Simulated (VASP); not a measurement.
# CdS (sol) (P6_3mc) in VASP: further runs

The runs below take CdS (sol) through single point, relaxation of cell and atoms, with PBEsol.

Everything below comes from runs of VASP 6.6.1. Logs are shortened: lines on timing, memory, paths and dates and some standing lists are left out, and cuts for length are marked.

## Step 1: The cell of the first run

Symmetry: P6_3mc, No. 186, hexagonal system. Conventional cell: a = 4.137 Å, b = 4.137 Å, c = 6.716 Å, α = 90.00°, β = 90.00°, γ = 120.00°. Cd (site symmetry 3m) has 4 S at 2.53 Å within 3.3 Å. Within 3.3 Å of S (site symmetry 3m) lie 4 Cd at 2.53 Å.

## Step 2: Single point, PBEsol

File INCAR:

```
PREC = Accurate
ENCUT = 520
EDIFF = 1E-7
ISMEAR = 0
SIGMA = 0.1
LREAL = F
LASPH = T
NELM = 60
ALGO = Normal
ISIF = 2
LWAVE = F
LCHARG = F
GGA = PS
NBANDS = 26
```

File KPOINTS:

```
Automatic mesh
0
Gamma
  6 6 4
```

File POSCAR:

```
CdS
1.0
    4.1370000000      0.0000000000      0.0000000000
   -2.0685000000      3.5827470955      0.0000000000
    0.0000000000      0.0000000000      6.7160000000
Cd S
2 2
Direct
    0.3333333333      0.6666666667      0.0000000000
    0.6666666667      0.3333333333      0.5000000000
    0.3333333333      0.6666666667      0.3770000000
    0.6666666667      0.3333333333      0.8770000000
```

Potentials or basis: VASP PAW PBE potentials, release 64 (Cd, S).

On the command line:

```bash
cat potpaw_PBE.64/Cd/POTCAR potpaw_PBE.64/S/POTCAR > POTCAR
mpirun -np 1 vasp_std > vasp.out
```

OUTCAR:

```text
PREC = Accurate
   ENCUT = 520
   EDIFF = 1E-7
   ISMEAR = 0
   LREAL = F
   LASPH = T
   NELM = 60
   ISIF = 2
   GGA = PS

 ion  position               nearest neighbor table
   1  0.333  0.667  0.000-   4 2.53   4 2.53   4 2.53   3 2.53
   2  0.667  0.333  0.500-   3 2.53   3 2.53   3 2.53   4 2.53
   3  0.333  0.667  0.377-   2 2.53   2 2.53   2 2.53   1 2.53
   4  0.667  0.333  0.877-   1 2.53   1 2.53   1 2.53   2 2.53

  LATTYP: Found a hexagonal cell.
 ALAT       =     4.1370000000
 C/A-ratio  =     1.6233985980

  Lattice vectors:

 A1 = (   4.1370000000,   0.0000000000,   0.0000000000)
 A2 = (  -2.0685000000,   3.5827470955,   0.0000000000)
 A3 = (   0.0000000000,   0.0000000000,   6.7160000000)

Analysis of symmetry for initial positions (statically):
=====================================================================
 Subroutine PRICEL returns:
 Original cell was already a primitive cell.

 Routine SETGRP: Setting up the symmetry group for a
 hexagonal supercell.

 Subroutine GETGRP returns: Found 12 space group operations
 (whereof  6 operations were pure point group operations)
 out of a pool of 24 trial point group operations.

The static configuration has the point symmetry C_3v.
 The point group associated with its full space group is C_6v.

Analysis of symmetry for dynamics (positions and initial velocities):
=====================================================================
 Subroutine PRICEL returns:
 Original cell was already a primitive cell.

 Routine SETGRP: Setting up the symmetry group for a
 hexagonal supercell.

 Subroutine GETGRP returns: Found 12 space group operations
 (whereof  6 operations were pure point group operations)
 out of a pool of 24 trial point group operations.

The dynamic configuration has the point symmetry C_3v.
 The point group associated with its full space group is C_6v.

 Subroutine INISYM returns: Found 12 space group operations
 (whereof  6 operations are pure point group operations),
 and found     1 'primitive' translations

----------------------------------------------------------------------------------------

                                     Primitive cell

  volume of cell :      99.5434

  direct lattice vectors                    reciprocal lattice vectors
     4.137000000  0.000000000  0.000000000     0.241721054  0.139557716  0.000000000
[... 84 lines left out ...]
   ENCUT  =  520.0 eV  38.22 Ry    6.18 a.u.   7.69  7.69 12.49*2*pi/ulx,y,z
   NELM   =     60;   NELMIN=  2; NELMDL= -5     # of ELM steps
   EDIFF  = 0.1E-06   stopping-criterion for ELM
   LREAL  =      F    real-space projection
   EDIFFG = 0.1E-05   stopping-criterion for IOM
   NSW    =      0    number of steps for IOM
   IBRION =     -1    ionic relax: 0-MD 1-quasi-New 2-CG
   NFREE  =      0    steps in history (QN), initial steepest desc. (CG)
   ISIF   =      2    stress and relaxation
   ISYM   =      2    0-nonsym 1-usesym 2-fastsym
   POTIM  = 0.5000    time-step for ionic-motion
   TEBEG  =    0.0;   TEEND  =   0.0 temperature during run
   PSTRESS=    0.0 pullay stress
   NELECT =      36.0000    total number of electrons
   NUPDOWN=      -1.0000    fix difference up-down
   EMIN   =  10.00;   EMAX   =-10.00  energy-range for DOS
   EFERMI =   0.00;   METHOD = LEGACY
   ISMEAR =     0;   SIGMA  =   0.10  broadening in eV -4-tet -1-fermi 0-gaus
   EFERMI_NEDOS =   21; number of points for ismear=-14 and -15
   IALGO  =     38    algorithm
   IMIX   =      4    mixing-type and parameters
     AMIX     =   0.40;   BMIX     =  1.00
     AMIX_MAG =   1.60;   BMIX_MAG =  1.00
  volume/ion in A,a.u.               =      24.89       167.94
  Fermi-wavevector in a.u.,A,eV,Ry     =   1.166375  2.204129 18.509783  1.360431
  Thomas-Fermi vector in A             =   2.302889
   LORBIT       =      0    0 simple, 1 ext, 2 COOP (PROOUT), +10 PAW based schemes
   GGA     = PS    functional components
   LHFCALC =     F    Hartree Fock is set to
   AEXX    =    0.0000 exact exchange contribution
   IVDW    =     0    specifies the selected vdW correction
   LEPSILON=     F    determine dielectric tensor
   LRPA    =     F    only Hartree local field effects (RPA)
 non-spin polarized calculation
 Gauss-broadening in eV      SIGMA  =   0.10
  energy-cutoff  :      520.00
  volume of cell :       99.54
 maximum number of plane-waves:      2719
 NGX is ok and might be reduce to    32
   NGX = 15   NGY = 15   NGZ = 25

 number of electron      35.9999995 magnetization

 Free energy of the ion-electron system (eV)
  ---------------------------------------------------
  ext. energy  EPLUGINS =         0.00000000
  ---------------------------------------------------
  free energy    TOTEN  =       -13.63097987 eV

  energy without entropy =      -13.63097987  energy(sigma->0) =      -13.63097987

 E-fermi :   1.6525     XC(G=0):  -9.3548

 val. band max:        1.1818010450   @ k =   0.0000   0.0000   0.0000
 cond. band min:       2.2660529476   @ k =   0.0000   0.0000   0.0000
 fundamental gap:      1.0842519026
 Fermi energy:         1.6525125325

 k-point     1 :       0.0000    0.0000    0.0000
  band No.  band energies     occupation
      1     -11.1842      2.00000
      2     -10.7402      2.00000
      3      -6.5121      2.00000
      4      -6.5062      2.00000
      5      -6.5062      2.00000
      6      -6.4215      2.00000
[... 598 lines left out ...]
     25      10.4005      0.00000
     26      10.4005      0.00000

------------------------ aborting loop because EDIFF is reached ----------------------------------------

  FORCE on cell =-STRESS in cart. coord.  units (eV):
  Direction    XX          YY          ZZ          XY          YZ          ZX
  --------------------------------------------------------------------------------------
  -------------------------------------------------------------------------------------
  Total       -0.0516591     -0.0516591      0.0145811      0.0000000      0.0000000      0.0000000
  in kB       -0.8314665     -0.8314665      0.2346865      0.0000000      0.0000000      0.0000000
  external PRESSURE =      -0.4760822 kB  Pullay stress =       0.0000000 kB

 VOLUME and BASIS-vectors are now :
 -----------------------------------------------------------------------------
  energy-cutoff  :      520.00
  volume of cell :       99.54
      direct lattice vectors                 reciprocal lattice vectors
     4.137000000  0.000000000  0.000000000     0.241721054  0.139557716  0.000000000
    -2.068500000  3.582747095  0.000000000     0.000000000  0.279115431  0.000000000
     0.000000000  0.000000000  6.716000000     0.000000000  0.000000000  0.148898154

 POSITION                                       TOTAL-FORCE (eV/Angst)
 -----------------------------------------------------------------------------------
     -0.00000      2.38850      0.00000        -0.000000     -0.000000     -0.000724
      2.06850      1.19425      3.35800         0.000000      0.000000     -0.000724
     -0.00000      2.38850      2.53193        -0.000000      0.000000      0.000724
      2.06850      1.19425      5.88993         0.000000     -0.000000      0.000724
 -----------------------------------------------------------------------------------
    total drift:                               -0.000000     -0.000000     -0.000160

  FREE ENERGIE OF THE ION-ELECTRON SYSTEM (eV)
  ---------------------------------------------------
  free  energy   TOTEN  =       -13.6309798749 eV

  energy  without entropy=      -13.6309798749  energy(sigma->0) =      -13.63097987
```

stdout:

```text
POSCAR found type information on POSCAR CdS
 POSCAR found :  2 types and       4 ions
 scaLAPACK will be used
 -----------------------------------------------------------------------------
|                                                                             |
|                                                                             |
|     You enforced a specific xc type in the INCAR file but a different       |
|     I HOPE YOU KNOW WHAT YOU ARE DOING!                                     |
|                                                                             |
 -----------------------------------------------------------------------------

 LDA part: xc-table for (Slater+PW92), standard interpolation
 POSCAR, INCAR and KPOINTS ok, starting setup
 FFT: planning ... GRIDC
 FFT: planning ... GRID_SOFT
 FFT: planning ... GRID
 WAVECAR not read
 entering main loop
```

Run time: 19 s. Hardware: 1 thread of Intel Xeon 6975P-C (Granite Rapids), shared host; peak memory 0.23 GiB.

Results:

* Free energy: -13.6310 eV
* Pressure: 0.0 GPa
* Band gap on the k mesh: 1.08 eV, direct

Caveat: the PAW data sets were made with another functional, which shifts forces and pressure a little.

## Step 3: Single point, PBEsol

This run uses another cell than the first one, of 24.71 Å³/atom, 0.993 times its volume.

File INCAR:

```
ALGO     = Normal         # electronic algorithm
EDIFF    = 1E-7           # SCF threshold, eV
ENCUT    = 520            # plane-wave cutoff, eV
GGA      = PS             # functional
ISIF     = 2              # what is computed and relaxed
ISMEAR   = 0              # smearing method
LASPH    = T              # aspherical terms in the spheres
LCHARG   = T              # write CHGCAR
LELF     = T              # ELF
LREAL    = F              # projectors in reciprocal space
LVHAR    = T            
LWAVE    = F              # write WAVECAR
NBANDS   = 26             # bands
NELM     = 100            # most SCF steps
PREC     = Accurate       # precision mode
SIGMA    = 0.02           # smearing width, eV
```

File KPOINTS:

```
k-points
0
Gamma
  6 6 4
```

File POSCAR:

```
CdS
1.0
    4.1250409691      0.0000000000      0.0000000000
   -2.0625204845      3.5723902709      0.0000000000
    0.0000000000      0.0000000000      6.7081072971
Cd S
2 2
Direct
    0.3333333333      0.6666666667      0.0001621268
    0.6666666667      0.3333333333      0.5001621268
    0.3333333333      0.6666666667      0.3768378732
    0.6666666667      0.3333333333      0.8768378732
```

Potentials or basis: VASP PAW PBE potentials, release 64 (Cd, S).

On the command line:

```bash
cat potpaw_PBE.64/Cd/POTCAR potpaw_PBE.64/S/POTCAR > POTCAR
mpirun -np 1 vasp_std > vasp.out
```

Run time: 21 s. Hardware: 1 thread of Intel Xeon 6975P-C (Granite Rapids), shared host; peak memory 0.23 GiB.

The run converged. Its results:

- Free energy: -13.6302 eV
- Pressure: 0.4 GPa
- Band gap on the k mesh: 1.10 eV, direct

Forces in eV/Å, atoms in the order of the input:
```
Cd   0.000  0.000  0.002
Cd   0.000  0.000  0.002
S    0.000  0.000 -0.002
S    0.000  0.000 -0.002
```

Levels at points of the mesh, in eV from the valence-band top:
```tsv
k point	band 14	band 15	band 16	band 17	band 18	band 19	band 20	band 21	band 22	band 23
(0.00, 0.00, 0.00)	-0.78	-0.78	-0.05	0.00	0.00	1.10	2.68	6.37	6.37	6.69
(0.50, 0.00, 0.00)	-3.61	-2.73	-1.94	-1.35	-0.78	3.64	3.76	4.98	6.34	6.94
(0.00, 0.00, 0.50)	-2.53	-0.40	-0.40	-0.40	-0.40	2.76	2.76	6.07	6.07	6.73
(0.50, 0.00, 0.50)	-4.24	-1.39	-1.39	-1.37	-1.37	3.36	3.36	5.27	5.27	7.80
```

Caveat: the PAW data sets were made with another functional, which shifts forces and pressure a little.

## Step 4: Single point, PBEsol

This run uses another cell than the first one, of 24.71 Å³/atom, 0.993 times its volume.

File INCAR:

```
  PREC = Accurate
  ENCUT = 520
  EDIFF = 1E-7
  ISMEAR = 0
  SIGMA = 0.01
  LREAL = F
  LASPH = T
  NELM = 60
  ALGO = Normal
  ISIF = 2
  LWAVE = F
  LCHARG = F
  GGA = PS
  NBANDS = 26
```

File KPOINTS:

```
regular mesh
0
Gamma
  6 6 4
```

POSCAR is that of step 3.

Potentials or basis: VASP PAW PBE potentials, release 64 (Cd, S).

On the command line:

```bash
cat potpaw_PBE.64/Cd/POTCAR potpaw_PBE.64/S/POTCAR > POTCAR
mpirun -np 1 vasp_std > vasp.out
```

OUTCAR:

```text
PREC = Accurate
   ENCUT = 520
   EDIFF = 1E-7
   ISMEAR = 0
   LREAL = F
   LASPH = T
   NELM = 60
   ISIF = 2
   GGA = PS

 ion  position               nearest neighbor table
   1  0.333  0.667  0.000-   4 2.52   4 2.52   4 2.52   3 2.53
   2  0.667  0.333  0.500-   3 2.52   3 2.52   3 2.52   4 2.53
   3  0.333  0.667  0.377-   2 2.52   2 2.52   2 2.52   1 2.53
   4  0.667  0.333  0.877-   1 2.52   1 2.52   1 2.52   2 2.53

  LATTYP: Found a hexagonal cell.
 ALAT       =     4.1250409691
[... 802 lines left out ...]

  FORCE on cell =-STRESS in cart. coord.  units (eV):
  Direction    XX          YY          ZZ          XY          YZ          ZX
  --------------------------------------------------------------------------------------
  -------------------------------------------------------------------------------------
  Total        0.2361627      0.2361627      0.2382540      0.0000000      0.0000000      0.0000000
  in kB        3.8276717      3.8276717      3.8615677      0.0000000      0.0000000      0.0000000
  external PRESSURE =       3.8389704 kB  Pullay stress =       0.0000000 kB

 VOLUME and BASIS-vectors are now :
 -----------------------------------------------------------------------------
  energy-cutoff  :      520.00
  volume of cell :       98.85
      direct lattice vectors                 reciprocal lattice vectors
     4.125040969  0.000000000  0.000000000     0.242421835  0.139962312  0.000000000
    -2.062520484  3.572390271  0.000000000     0.000000000  0.279924623  0.000000000
     0.000000000  0.000000000  6.708107297     0.000000000  0.000000000  0.149073346

 POSITION                                       TOTAL-FORCE (eV/Angst)
 -----------------------------------------------------------------------------------
     -0.00000      2.38159      0.00109         0.000000      0.000000      0.002300
      2.06252      1.19080      3.35514        -0.000000     -0.000000      0.002300
     -0.00000      2.38159      2.52787         0.000000      0.000000     -0.002300
      2.06252      1.19080      5.88192         0.000000      0.000000     -0.002300
 -----------------------------------------------------------------------------------
    total drift:                               -0.000000     -0.000000      0.000123

  FREE ENERGIE OF THE ION-ELECTRON SYSTEM (eV)
  ---------------------------------------------------
  free  energy   TOTEN  =       -13.6301735491 eV

  energy  without entropy=      -13.6301735491  energy(sigma->0) =      -13.63017355
```

Run time: 20 s. Hardware: 1 thread of Intel Xeon 6975P-C (Granite Rapids), shared host; peak memory 0.23 GiB.

Results:

```yaml
Free_energy: -13.6302 eV
Pressure: 0.4 GPa
Band_gap_on_the_k_mesh: 1.10 eV, direct
```

Forces on the atoms (eV/Å):
```
Cd   0.000  0.000  0.002
Cd   0.000  0.000  0.002
S    0.000  0.000 -0.002
S    0.000  0.000 -0.002
```

Caveat: the PAW data sets were made with another functional, which shifts forces and pressure a little. A hybrid or GW would open this gap; PBEsol tends to underestimate it.

[end of part 1 of 2]
